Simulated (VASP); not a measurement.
# Au (P6_3/mmc) in VASP: a series of runs

Runs on Au. Level: r2SCAN. Tasks: single point.

All numbers are computed with VASP 6.6.1; they aren't measurements. Logs are shortened: lines on timing, memory, paths and dates and some standing lists are left out, and cuts for length are marked.

### 1 The cell of the first run

Symmetry: P6_3/mmc, No. 194, hexagonal system. The conventional cell has a = 2.780 Å, b = 2.780 Å, c = 9.080 Å, α = 90.00°, β = 90.00°, γ = 120.00°. Au (site symmetry -3m) has 12 Au at 2.78 Å within 3.7 Å. Within 3.7 Å of Au (site symmetry -6m2) lie 12 Au at 2.78 Å.

### 2 Single point, r2SCAN

File POSCAR:

```
Au
1.0
    2.7797553795      0.0000000000      0.0000000000
   -1.3898776897      2.4073387750      0.0000000000
    0.0000000000      0.0000000000      9.0795519202
Au
4
Direct
    0.0000000000      0.0000000000      0.0000000000
    0.0000000000      0.0000000000      0.5000000000
    0.3333333333      0.6666666667      0.2500000000
    0.6666666667      0.3333333333      0.7500000000
```

File INCAR.step1:

```
SYSTEM = Au
  PREC = Accurate
  ENCUT = 520
  ISMEAR = 0
  SIGMA = 0.1
  LREAL = .FALSE.
  LASPH = .TRUE.
  NELM = 60
  NBANDS = 30
  GGA = PE
  ALGO = Normal
  EDIFF = 1E-4
  LWAVE = .TRUE.
  LCHARG = .FALSE.
```

File INCAR.step2:

```
SYSTEM = Au
  PREC = Accurate
  ENCUT = 520
  EDIFF = 1E-6
  ISMEAR = 0
  SIGMA = 0.1
  LREAL = .FALSE.
  LASPH = .TRUE.
  NELM = 60
  ALGO = Normal
  ISIF = 2
  LWAVE = .FALSE.
  LCHARG = .TRUE.
  METAGGA = R2SCAN
  LMIXTAU = .TRUE.
  LELF = .TRUE.
  LVHAR = .TRUE.
  NBANDS = 30
  ISTART = 1
```

File KPOINTS:

```
Automatic mesh
0
G
  6 6 2
  0 0 0
```

Potentials or basis: VASP PAW PBE potentials, release 64 (Au).

Started as:

```bash
cat potpaw_PBE.64/Au/POTCAR > POTCAR
cp INCAR.step1 INCAR
mpirun -np 1 vasp_std > vasp.out
cp INCAR.step2 INCAR
mpirun -np 1 vasp_std > vasp.out
```

OUTCAR:

```text
SYSTEM = Au
   PREC = Accurate
   ENCUT = 520
   EDIFF = 1E-6
   ISMEAR = 0
   LREAL = .FALSE.
   LASPH = .TRUE.
   NELM = 60
   ISIF = 2
   METAGGA = R2SCAN
   ISTART = 1

 ion  position               nearest neighbor table
   1  0.000  0.000  0.000-   3 2.78   4 2.78   4 2.78   3 2.78   4 2.78   3 2.78
   2  0.000  0.000  0.500-   3 2.78   4 2.78   4 2.78   3 2.78   4 2.78   3 2.78
   3  0.333  0.667  0.250-   1 2.78   2 2.78   1 2.78   2 2.78   1 2.78   2 2.78
   4  0.667  0.333  0.750-   1 2.78   2 2.78   1 2.78   2 2.78   1 2.78   2 2.78

  LATTYP: Found a hexagonal cell.
 ALAT       =     2.7797553795
 C/A-ratio  =     3.2663132832

  Lattice vectors:

 A1 = (   2.7797553795,   0.0000000000,   0.0000000000)
 A2 = (  -1.3898776897,   2.4073387750,   0.0000000000)
 A3 = (   0.0000000000,   0.0000000000,   9.0795519202)

Analysis of symmetry for initial positions (statically):
=====================================================================
 Subroutine PRICEL returns:
 Original cell was already a primitive cell.

 Routine SETGRP: Setting up the symmetry group for a
 hexagonal supercell.

 Subroutine GETGRP returns: Found 24 space group operations
 (whereof 12 operations were pure point group operations)
 out of a pool of 24 trial point group operations.

The static configuration has the point symmetry D_3d.
 The point group associated with its full space group is D_6h.

Analysis of symmetry for dynamics (positions and initial velocities):
=====================================================================
 Subroutine PRICEL returns:
 Original cell was already a primitive cell.

 Routine SETGRP: Setting up the symmetry group for a
 hexagonal supercell.

 Subroutine GETGRP returns: Found 24 space group operations
 (whereof 12 operations were pure point group operations)
 out of a pool of 24 trial point group operations.

The dynamic configuration has the point symmetry D_3d.
 The point group associated with its full space group is D_6h.

 Subroutine INISYM returns: Found 24 space group operations
 (whereof 12 operations are pure point group operations),
 and found     1 'primitive' translations

----------------------------------------------------------------------------------------

                                     Primitive cell

  volume of cell :      60.7587

  direct lattice vectors                    reciprocal lattice vectors
     2.779755380  0.000000000  0.000000000     0.359743885  0.207698229  0.000000000
    -1.389877690  2.407338775  0.000000000     0.000000000  0.415396458  0.000000000
     0.000000000  0.000000000  9.079551920     0.000000000  0.000000000  0.110137594

  length of vectors
     2.779755380  2.779755380  9.079551920     0.415396458  0.415396458  0.110137594

  position of ions in fractional coordinates (direct lattice)
     0.000000000  0.000000000  0.000000000
     0.000000000  0.000000000  0.500000000
     0.333333333  0.666666667  0.250000000
     0.666666667  0.333333333  0.750000000

  ion indices of the primitive-cell ions
   primitive index   ion index
                 1           1
                 2           2
                 3           3
                 4           4

----------------------------------------------------------------------------------------

 KPOINTS: Automatic mesh

Automatic generation of k-mesh.
 Grid dimensions read from file:
 generate k-points for:    6    6    2

 Generating k-lattice:

  Cartesian coordinates                     Fractional coordinates (reciprocal lattice)
     0.059957314  0.034616371  0.000000000     0.166666667 -0.000000000  0.000000000
     0.000000000  0.069232743  0.000000000     0.000000000  0.166666667  0.000000000
     0.000000000  0.000000000  0.055068797     0.000000000  0.000000000  0.500000000

  Length of vectors
     0.069232743  0.069232743  0.055068797

  Shift w.r.t. Gamma in fractional coordinates (k-lattice)
     0.000000000  0.000000000  0.000000000

 Subroutine IBZKPT returns following result:
 ===========================================

 Found     14 irreducible k-points:

 Following reciprocal coordinates:
            Coordinates               Weight
  0.000000  0.000000  0.000000      1.000000
  0.166667  0.000000  0.000000      6.000000
  0.333333 -0.000000  0.000000      6.000000
  0.500000 -0.000000  0.000000      3.000000
  0.166667  0.166667  0.000000      6.000000
  0.333333  0.166667  0.000000     12.000000
  0.333333  0.333333  0.000000      2.000000
  0.000000  0.000000  0.500000      1.000000
  0.166667  0.000000  0.500000      6.000000
  0.333333 -0.000000  0.500000      6.000000
  0.500000 -0.000000  0.500000      3.000000
  0.166667  0.166667  0.500000      6.000000
  0.333333  0.166667  0.500000     12.000000
  0.333333  0.333333  0.500000      2.000000
   k-points           NKPTS =     14   k-points in BZ     NKDIM =     14   number of bands    NBANDS=     30
   number of dos      NEDOS =    301   number of ions     NIONS =      4
   total plane-waves  NPLWV =  40320
   dimension x,y,z NGX =    24 NGY =   24 NGZ =   70
   dimension x,y,z NGXF=    48 NGYF=   48 NGZF=  140
   ions per type =               4
   NGX,Y,Z   is equivalent  to a cutoff of  14.35, 14.35, 12.82 a.u.
   NGXF,Y,Z  is equivalent  to a cutoff of  28.71, 28.71, 25.63 a.u.
 SYSTEM =  Au
   PREC   = accura    normal or accurate (medium, high low for compatibility)
   ISTART =      1    job   : 0-new  1-cont  2-samecut
   ICHARG =      0    charge: 1-file 2-atom 10-const
   ISPIN  =      1    spin polarized calculation?
   LNONCOLLINEAR =      F non collinear calculations
   LSORBIT =      F    spin-orbit coupling
   LASPH  =      T    aspherical Exc in radial PAW
   ENCUT  =  520.0 eV  38.22 Ry    6.18 a.u.   5.17  5.17 16.88*2*pi/ulx,y,z
   NELM   =     60;   NELMIN=  2; NELMDL=  0     # of ELM steps
   EDIFF  = 0.1E-05   stopping-criterion for ELM
   LREAL  =      F    real-space projection
   EDIFFG = 0.1E-04   stopping-criterion for IOM
   NSW    =      0    number of steps for IOM
   IBRION =     -1    ionic relax: 0-MD 1-quasi-New 2-CG
   NFREE  =      0    steps in history (QN), initial steepest desc. (CG)
   ISIF   =      2    stress and relaxation
   ISYM   =      2    0-nonsym 1-usesym 2-fastsym
   POTIM  = 0.5000    time-step for ionic-motion
   TEBEG  =    0.0;   TEEND  =   0.0 temperature during run
   PSTRESS=    0.0 pullay stress
   NELECT =      44.0000    total number of electrons
   NUPDOWN=      -1.0000    fix difference up-down
   EMIN   =  10.00;   EMAX   =-10.00  energy-range for DOS
   EFERMI =   0.00;   METHOD = LEGACY
   ISMEAR =     0;   SIGMA  =   0.10  broadening in eV -4-tet -1-fermi 0-gaus
   EFERMI_NEDOS =   21; number of points for ismear=-14 and -15
   IALGO  =     38    algorithm
   IMIX   =      4    mixing-type and parameters
     AMIX     =   0.40;   BMIX     =  1.00
     AMIX_MAG =   1.60;   BMIX_MAG =  1.00
  volume/ion in A,a.u.               =      15.19       102.50
  Fermi-wavevector in a.u.,A,eV,Ry     =   1.470132  2.778147 29.406108  2.161288
  Thomas-Fermi vector in A             =   2.585426
   LORBIT       =      0    0 simple, 1 ext, 2 COOP (PROOUT), +10 PAW based schemes
   METAGGA = R2SCAN    functional components
   LHFCALC =     F    Hartree Fock is set to
   AEXX    =    0.0000 exact exchange contribution
   IVDW    =     0    specifies the selected vdW correction
   LEPSILON=     F    determine dielectric tensor
   LRPA    =     F    only Hartree local field effects (RPA)
 non-spin polarized calculation
 Gauss-broadening in eV      SIGMA  =   0.10
  energy-cutoff  :      520.00
  volume of cell :       60.76
 maximum number of plane-waves:      1658
 NGX is ok and might be reduce to    24
   NGX = 11   NGY = 11   NGZ = 33

 number of electron      43.9999999 magnetization

 Free energy of the ion-electron system (eV)
  ---------------------------------------------------
  ext. energy  EPLUGINS =         0.00000000
  ---------------------------------------------------
  free energy    TOTEN  =      -201.32606252 eV

  energy without entropy =     -201.30780086  energy(sigma->0) =     -201.31693169

 E-fermi :  11.3642     XC(G=0): -14.4608

 val. band max:       11.3503995395   @ k =   0.5000  -0.0000   0.0000
 cond. band min:      11.6110382513   @ k =   0.5000  -0.0000   0.5000
 fundamental gap:      0.2606387117
 Fermi energy:        11.3641609588

 k-point     1 :       0.0000    0.0000    0.0000
  band No.  band energies     occupation
      1      -0.0681      2.00000
      2       1.9473      2.00000
      3       1.9496      2.00000
      4       2.5864      2.00000
      5       5.5687      2.00000
      6       5.5847      2.00000
[... 22 lines left out ...]
     29      26.6183      0.00000
     30      27.6070      0.00000

 k-point     2 :       0.1667    0.0000    0.0000
  band No.  band energies     occupation
      1       0.8802      2.00000
      2       2.7742      2.00000
      3       2.7754      2.00000
      4       3.3069      2.00000
      5       4.7767      2.00000
      6       5.0362      2.00000
[... 22 lines left out ...]
     29      26.7430      0.00000
     30      26.7608      0.00000

 k-point     3 :       0.3333   -0.0000    0.0000
  band No.  band energies     occupation
      1       2.5920      2.00000
      2       3.1193      2.00000
      3       3.2866      2.00000
      4       3.6382      2.00000
      5       4.2697      2.00000
      6       4.3448      2.00000
[... 22 lines left out ...]
     29      24.1687      0.00000
     30      25.2122      0.00000

 k-point     4 :       0.5000   -0.0000    0.0000
  band No.  band energies     occupation
      1       2.6361      2.00000
      2       2.7712      2.00000
      3       3.0691      2.00000
      4       3.5840      2.00000
      5       3.8914      2.00000
      6       4.4220      2.00000
[... 286 lines left out ...]
     29      23.2494      0.00000
     30      23.2494      0.00000

 k-point    13 :       0.3333    0.1667    0.5000
  band No.  band energies     occupation
      1       3.5390      2.00000
      2       3.5390      2.00000
      3       3.7013      2.00000
      4       3.7013      2.00000
      5       4.0544      2.00000
      6       4.0544      2.00000
[... 22 lines left out ...]
     29      21.4029      0.00000
     30      21.4029      0.00000

 k-point    14 :       0.3333    0.3333    0.5000
  band No.  band energies     occupation
      1       3.8603      2.00000
      2       3.8603      2.00000
      3       4.2634      2.00000
      4       4.2634      2.00000
      5       4.7207      2.00000
      6       4.7207      2.00000
[... 22 lines left out ...]
     29      20.0475      0.00000
     30      20.0475      0.00000

------------------------ aborting loop because EDIFF is reached ----------------------------------------

  FORCE on cell =-STRESS in cart. coord.  units (eV):
  Direction    XX          YY          ZZ          XY          YZ          ZX
  --------------------------------------------------------------------------------------
  -------------------------------------------------------------------------------------
  Total       13.8941592     13.8941592     12.2764802      0.0000000     -0.0000000     -0.0000000
  in kB      366.3824355    366.3824355    323.7250015      0.0000000     -0.0000000     -0.0000000
  external PRESSURE =     352.1632908 kB  Pullay stress =       0.0000000 kB

 VOLUME and BASIS-vectors are now :
 -----------------------------------------------------------------------------
  energy-cutoff  :      520.00
  volume of cell :       60.76
      direct lattice vectors                 reciprocal lattice vectors
     2.779755380  0.000000000  0.000000000     0.359743885  0.207698229  0.000000000
    -1.389877690  2.407338775  0.000000000     0.000000000  0.415396458  0.000000000
     0.000000000  0.000000000  9.079551920     0.000000000  0.000000000  0.110137594

 POSITION                                       TOTAL-FORCE (eV/Angst)
 -----------------------------------------------------------------------------------
      0.00000      0.00000      0.00000        -0.000000      0.000000      0.000000
      0.00000      0.00000      4.53978         0.000000      0.000000      0.000000
     -0.00000      1.60489      2.26989        -0.000000     -0.000000     -0.000000
      1.38988      0.80245      6.80966         0.000000      0.000000      0.000000
 -----------------------------------------------------------------------------------
    total drift:                               -0.000000      0.000000      0.000000

  FREE ENERGIE OF THE ION-ELECTRON SYSTEM (eV)
  ---------------------------------------------------
  free  energy   TOTEN  =      -201.3260625181 eV

  energy  without entropy=     -201.3078008595  energy(sigma->0) =     -201.31693169
```

Wall time 2.2 min (1 thread of Intel Xeon Platinum 8259CL at 2.50GHz (Skylake/Cascade Lake), shared host); peak memory 0.2 GiB.

What came out:

```
Free energy            : -201.3261 eV
Pressure               : 35.2 GPa
Band gap on the k mesh : zero (band 22 reaches 14.55 eV, above the bottom of band 23 at 8.68 eV)
```

Levels at points of the mesh, in eV from the Fermi level:
| k point | band 19 | band 20 | band 21 | band 22 | band 23 | band 24 | band 25 | band 26 |
| --- | --- | --- | --- | --- | --- | --- | --- | --- |
| (0.00, 0.00, 0.00) | -3.55 | -3.11 | -3.11 | -2.35 | -2.35 | -1.39 | 3.86 | 12.42 |
| (0.50, 0.00, 0.00) | -1.96 | -1.91 | -0.93 | -0.01 | 1.29 | 1.61 | 4.46 | 4.69 |
| (0.00, 0.00, 0.50) | -3.79 | -3.79 | -2.68 | -2.68 | -2.68 | -2.68 | 7.31 | 7.31 |
| (0.50, 0.00, 0.50) | -1.98 | -1.98 | 0.25 | 0.25 | 1.38 | 1.38 | 4.92 | 4.92 |

Caveat: the k points lie up to 0.44 Å⁻¹ apart; the PAW data sets were made with another functional, which shifts forces and pressure a little; spin-orbit coupling is left out, which moves the levels of the heavy elements.

### 3 Single point, r2SCAN

This run uses another cell than the first one, of 17.53 Å³/atom, 1.154 times its volume.

File POSCAR:

```
Au
1.0
    2.9143213491      0.0000000000      0.0000000000
   -1.4571606745      2.5238763231      0.0000000000
    0.0000000000      0.0000000000      9.5357745759
Au
4
Direct
    0.0000000000      0.0000000000      0.0000000000
    0.0000000000      0.0000000000      0.5000000000
    0.3333333333      0.6666666667      0.2500000000
    0.6666666667      0.3333333333      0.7500000000
```

File INCAR.step1:

```
ALGO = Normal ; EDIFF = 1E-4
ENCUT = 520 ; GGA = PE
ISMEAR = 0 ; LASPH = T
LCHARG = F ; LREAL = F
LWAVE = T ; NBANDS = 30
NELM = 100 ; PREC = Accurate
SIGMA = 0.1
```

File INCAR.step2:

```
ALGO = Normal ; EDIFF = 1E-7
ENCUT = 520 ; ISIF = 2
ISMEAR = 0 ; ISTART = 1
LASPH = T ; LCHARG = F
LMIXTAU = T ; LREAL = F
LWAVE = F ; METAGGA = R2SCAN
NBANDS = 30 ; NELM = 100
PREC = Accurate ; SIGMA = 0.1
```

File KPOINTS:

```
k-points
0
Gamma
  12 12 2
```

Potentials or basis: VASP PAW PBE potentials, release 64 (Au).

Started as:

```bash
cat potpaw_PBE.64/Au/POTCAR > POTCAR
cp INCAR.step1 INCAR
mpirun -np 1 vasp_std > vasp.out
cp INCAR.step2 INCAR
mpirun -np 1 vasp_std > vasp.out
```

Run time: 4.3 min. Hardware: 1 thread of Intel Xeon Platinum 8259CL at 2.50GHz (Skylake/Cascade Lake), shared host; peak memory 0.23 GiB.

It converged, with:

```yaml
Free_energy: -202.3522 eV
Pressure: 0.6 GPa
Band_gap_on_the_k_mesh: zero (band 22 reaches 11.62 eV, above the bottom of band 23 at 6.37 eV)
```

Stress tensor (GPa, compression positive):
```
0.52 0.00 0.00
0.00 0.52 0.00
0.00 0.00 0.63
```

Levels at points of the mesh, in eV from the Fermi level:
| k point | band 20 | band 21 | band 22 | band 23 | band 24 | band 25 |
| --- | --- | --- | --- | --- | --- | --- |
| (0.00, 0.00, 0.00) | -2.72 | -2.72 | -2.12 | -2.12 | -0.56 | 3.09 |
| (0.50, 0.00, 0.00) | -1.78 | -0.22 | 0.61 | 1.18 | 1.49 | 3.70 |
| (0.00, 0.00, 0.50) | -2.95 | -2.37 | -2.37 | -2.37 | -2.37 | 6.50 |
| (0.50, 0.00, 0.50) | -1.83 | 0.45 | 0.45 | 1.38 | 1.38 | 4.39 |

Caveat: the PAW data sets were made with another functional, which shifts forces and pressure a little; spin-orbit coupling is left out, which moves the levels of the heavy elements.
